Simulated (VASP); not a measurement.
# Ga (Cmcm) in VASP: further runs, part 2 of 2

VASP 6.6.1. Earlier steps stand in the parts before.

## (3) Single point, PBE-based screened hybrid with 25 % exact exchange

This run uses another cell than the first one, of 18.80 Å³/atom.

POSCAR

```
Ga
1.0
    1.4129395139     -3.9659942246      0.0000000000
    1.4129395139      3.9659942246      0.0000000000
    0.0000000000      0.0000000000      3.3557497376
Ga
2
Direct
    0.1382177551      0.8617822449      0.7500000000
    0.8617822449      0.1382177551      0.2500000000
```

INCAR.step1

```
SYSTEM = Ga
PREC = Accurate
ENCUT = 520
EDIFF = 1E-5
ISMEAR = -1
SIGMA = 0.05
LREAL = .FALSE.
LASPH = .TRUE.
NELM = 100
ALGO = Normal
ISIF = 2
LWAVE = .TRUE.
LCHARG = .FALSE.
NBANDS = 20
GGA = PE
```

INCAR.step2

```
SYSTEM = Ga
PREC = Accurate
ENCUT = 520
EDIFF = 1E-7
ISMEAR = -1
SIGMA = 0.05
LREAL = .FALSE.
LASPH = .TRUE.
NELM = 100
ALGO = Normal
ISIF = 2
LWAVE = .FALSE.
LCHARG = .FALSE.
GGA = PE
LHFCALC = .TRUE.
AEXX = 0.25
HFSCREEN = 0.3
PRECFOCK = Normal
NBANDS = 20
ISTART = 1
```

KPOINTS

```
Automatic mesh
0
G
  5 5 4
  0 0 0
```

Potentials or basis: VASP PAW PBE potentials, release 64 (Ga_d).

On the command line:

```console
> cat potpaw_PBE.64/Ga_d/POTCAR > POTCAR
> cp INCAR.step1 INCAR
> mpirun -np 1 vasp_std > vasp.out
> cp INCAR.step2 INCAR
> mpirun -np 1 vasp_std > vasp.out
```

OUTCAR:

```text
SYSTEM = Ga
   PREC = Accurate
   ENCUT = 520
   EDIFF = 1E-7
   ISMEAR = -1
   LREAL = .FALSE.
   LASPH = .TRUE.
   NELM = 100
   ISIF = 2
   GGA = PE
   LHFCALC = .TRUE.
   AEXX = 0.25
   HFSCREEN = 0.3
   PRECFOCK = Normal
   ISTART = 1

 ion  position               nearest neighbor table
   1  0.138  0.862  0.750-   2 2.76   2 2.76   2 2.82   2 2.82   2 2.82   2 2.82
   2  0.862  0.138  0.250-   1 2.76   1 2.76   1 2.82   1 2.82   1 2.82   1 2.82

  LATTYP: Found a base centered orthorhombic cell.
 ALAT       =     2.8258790278
 B/A-ratio  =     2.8069101229
 C/A-ratio  =     1.1875065084

  Lattice vectors:

 A1 = (   1.4129395139,  -3.9659942246,   0.0000000000)
 A2 = (   1.4129395139,   3.9659942246,   0.0000000000)
 A3 = (   0.0000000000,   0.0000000000,   3.3557497376)

Analysis of symmetry for initial positions (statically):
=====================================================================
 Subroutine PRICEL returns:
 Original cell was already a primitive cell.

 Routine SETGRP: Setting up the symmetry group for a
 base centered orthorhombic supercell.

 Subroutine GETGRP returns: Found  8 space group operations
 (whereof  4 operations were pure point group operations)
 out of a pool of  8 trial point group operations.

The static configuration has the point symmetry C_2h.
 The point group associated with its full space group is D_2h.

Analysis of symmetry for dynamics (positions and initial velocities):
=====================================================================
 Subroutine PRICEL returns:
 Original cell was already a primitive cell.

 Routine SETGRP: Setting up the symmetry group for a
 base centered orthorhombic supercell.

 Subroutine GETGRP returns: Found  8 space group operations
 (whereof  4 operations were pure point group operations)
 out of a pool of  8 trial point group operations.

The dynamic configuration has the point symmetry C_2h.
 The point group associated with its full space group is D_2h.

 Subroutine INISYM returns: Found  8 space group operations
 (whereof  4 operations are pure point group operations),
 and found     1 'primitive' translations

----------------------------------------------------------------------------------------

                                     Primitive cell

  volume of cell :      37.6093

  direct lattice vectors                    reciprocal lattice vectors
     1.412939514 -3.965994225  0.000000000     0.353872190 -0.126071792  0.000000000
     1.412939514  3.965994225  0.000000000     0.353872190  0.126071792  0.000000000
     0.000000000  0.000000000  3.355749738     0.000000000  0.000000000  0.297996000

  length of vectors
     4.210167248  4.210167248  3.355749738     0.375658919  0.375658919  0.297996000

  position of ions in fractional coordinates (direct lattice)
     0.138217755  0.861782245  0.750000000
     0.861782245  0.138217755  0.250000000

  ion indices of the primitive-cell ions
   primitive index   ion index
                 1           1
                 2           2

[... 25 lines left out ...]

 Following reciprocal coordinates:
            Coordinates               Weight
  0.000000  0.000000  0.000000      1.000000
  0.200000 -0.000000  0.000000      4.000000
  0.400000  0.000000  0.000000      4.000000
  0.200000  0.200000  0.000000      2.000000
  0.400000  0.200000  0.000000      4.000000
 -0.400000  0.200000  0.000000      4.000000
[... 16 lines left out ...]
  0.400000  0.200000  0.500000      4.000000
 -0.400000  0.200000  0.500000      4.000000
 [... further k-points ...]
   k-points           NKPTS =     27   k-points in BZ     NKDIM =    100   number of bands    NBANDS=     20
   number of dos      NEDOS =    301   number of ions     NIONS =      2
   total plane-waves  NPLWV =  28672
   dimension x,y,z NGX =    32 NGY =   32 NGZ =   28
   dimension x,y,z NGXF=    64 NGYF=   64 NGZF=   56
   ions per type =               2
   NGX,Y,Z   is equivalent  to a cutoff of  12.64, 12.64, 13.87 a.u.
   NGXF,Y,Z  is equivalent  to a cutoff of  25.27, 25.27, 27.74 a.u.
 SYSTEM =  Ga
   PREC   = accura    normal or accurate (medium, high low for compatibility)
   ISTART =      1    job   : 0-new  1-cont  2-samecut
   ICHARG =      0    charge: 1-file 2-atom 10-const
   ISPIN  =      1    spin polarized calculation?
   LNONCOLLINEAR =      F non collinear calculations
   LSORBIT =      F    spin-orbit coupling
   LASPH  =      T    aspherical Exc in radial PAW
   ENCUT  =  520.0 eV  38.22 Ry    6.18 a.u.   7.83  7.83  6.24*2*pi/ulx,y,z
   NELM   =    100;   NELMIN=  2; NELMDL=  0     # of ELM steps
   EDIFF  = 0.1E-06   stopping-criterion for ELM
   LREAL  =      F    real-space projection
   EDIFFG = 0.1E-05   stopping-criterion for IOM
   NSW    =      0    number of steps for IOM
   IBRION =     -1    ionic relax: 0-MD 1-quasi-New 2-CG
   NFREE  =      0    steps in history (QN), initial steepest desc. (CG)
   ISIF   =      2    stress and relaxation
   ISYM   =      3    0-nonsym 1-usesym 2-fastsym
   POTIM  = 0.5000    time-step for ionic-motion
   TEBEG  =    0.0;   TEEND  =   0.0 temperature during run
   PSTRESS=    0.0 pullay stress
   NELECT =      26.0000    total number of electrons
   NUPDOWN=      -1.0000    fix difference up-down
   EMIN   =  10.00;   EMAX   =-10.00  energy-range for DOS
   EFERMI =   0.00;   METHOD = LEGACY
   ISMEAR =    -1;   SIGMA  =   0.05  broadening in eV -4-tet -1-fermi 0-gaus
   EFERMI_NEDOS =   21; number of points for ismear=-14 and -15
   IALGO  =     38    algorithm
   IMIX   =      1    mixing-type and parameters
     AMIX     =   0.40;   BMIX     =  1.00
     AMIX_MAG =   1.60;   BMIX_MAG =  1.00
  volume/ion in A,a.u.               =      18.80       126.90
  Fermi-wavevector in a.u.,A,eV,Ry     =   1.447552  2.735477 28.509745  2.095407
  Thomas-Fermi vector in A             =   2.565494
   LORBIT       =      0    0 simple, 1 ext, 2 COOP (PROOUT), +10 PAW based schemes
   GGA     = PE    functional components
   LHFCALC =     T    Hartree Fock is set to
   PRECFOCK=normal    Normal, Fast or Accurate (Low or Medium for compatibility)
   ENCUT4O =  -1.0   cutoff for four orbital integrals eV
   NKREDX  =     1    reduce k-point grid by
   NKREDY  =     1    reduce k-point grid by
   NKREDZ  =     1    reduce k-point grid by
   AEXX    =    0.2500 exact exchange contribution
   HFSCREEN=    0.3000 screening length (either q_TF or 0.3 A-1)
   HFSCREENC=   0.3000 screening length for correlation (either q_TF or 0.3 A-1)
   ENCUTFOCK=  -1.0 apply spherical cutoff to Coloumb kernel
   IVDW    =     0    specifies the selected vdW correction
   LEPSILON=     F    determine dielectric tensor
   LRPA    =     F    only Hartree local field effects (RPA)
 non-spin polarized calculation
  energy-cutoff  :      520.00
  volume of cell :       37.61
 maximum number of plane-waves:      1028
  NGX = 24; NGY = 24; NGZ = 20

 number of electron      26.0000011 magnetization

 Free energy of the ion-electron system (eV)
  ---------------------------------------------------
  ext. energy  EPLUGINS =         0.00000000
  ---------------------------------------------------
  free energy    TOTEN  =        -6.54079522 eV

  energy without entropy =       -6.53775333  energy(sigma->0) =       -6.53927428

 E-fermi :   5.5579     XC(G=0):  -9.1767

 val. band max:        5.4607433191   @ k =   0.4000   0.0000   0.5000
 cond. band min:       6.0038101654   @ k =   0.4000   0.2000   0.5000
 fundamental gap:      0.5430668463
 Fermi energy:         5.5579135243

 k-point     1 :       0.0000    0.0000    0.0000
  band No.  band energies     occupation
      1     -12.3231      2.00000
      2     -12.3225      2.00000
      3     -12.2572      2.00000
      4     -12.2412      2.00000
      5     -12.0428      2.00000
      6     -12.0367      2.00000
[... 541 lines left out ...]
     19      18.2354      0.00000
     20      18.2354      0.00000

 [... further k-points ...]

------------------------ aborting loop because EDIFF is reached ----------------------------------------

  FORCE on cell =-STRESS in cart. coord.  units (eV):
  Direction    XX          YY          ZZ          XY          YZ          ZX
  --------------------------------------------------------------------------------------
  -------------------------------------------------------------------------------------
  Total        0.0453055      0.0460791      0.0377162      0.0000000      0.0000000      0.0000000
  in kB        1.9300392      1.9629971      1.6067330      0.0000000      0.0000000      0.0000000
  external PRESSURE =       1.8332564 kB  Pullay stress =       0.0000000 kB

 VOLUME and BASIS-vectors are now :
 -----------------------------------------------------------------------------
  energy-cutoff  :      520.00
  volume of cell :       37.61
      direct lattice vectors                 reciprocal lattice vectors
     1.412939514 -3.965994225  0.000000000     0.353872190 -0.126071792  0.000000000
     1.412939514  3.965994225  0.000000000     0.353872190  0.126071792  0.000000000
     0.000000000  0.000000000  3.355749738     0.000000000  0.000000000  0.297996000

 POSITION                                       TOTAL-FORCE (eV/Angst)
 -----------------------------------------------------------------------------------
      1.41294      2.86965      2.51681         0.000000     -0.000656     -0.000000
      1.41294     -2.86965      0.83894         0.000000      0.000656      0.000000
 -----------------------------------------------------------------------------------
    total drift:                                0.000000     -0.000000      0.000000

  FREE ENERGIE OF THE ION-ELECTRON SYSTEM (eV)
  ---------------------------------------------------
  free  energy   TOTEN  =        -6.5407952203 eV

  energy  without entropy=       -6.5377533318  energy(sigma->0) =       -6.53927428
```

Wall time 81 min (1 thread of AMD EPYC 7R13 (Zen 3), shared host); peak memory 0.26 GiB.

What came out:

* Free energy: -6.5408 eV
* Pressure: 0.2 GPa
* Band gap on the k mesh: zero (bands 13 and 14 overlap by 7.42 eV)

Caveat: the k points lie up to 0.47 Å⁻¹ apart, too coarse for converged energies and pressures of a metal; the PAW data sets were made with another functional, which shifts forces and pressure a little.

The gap in the log of VASP goes by the Fermi energy; the results here count the filled bands.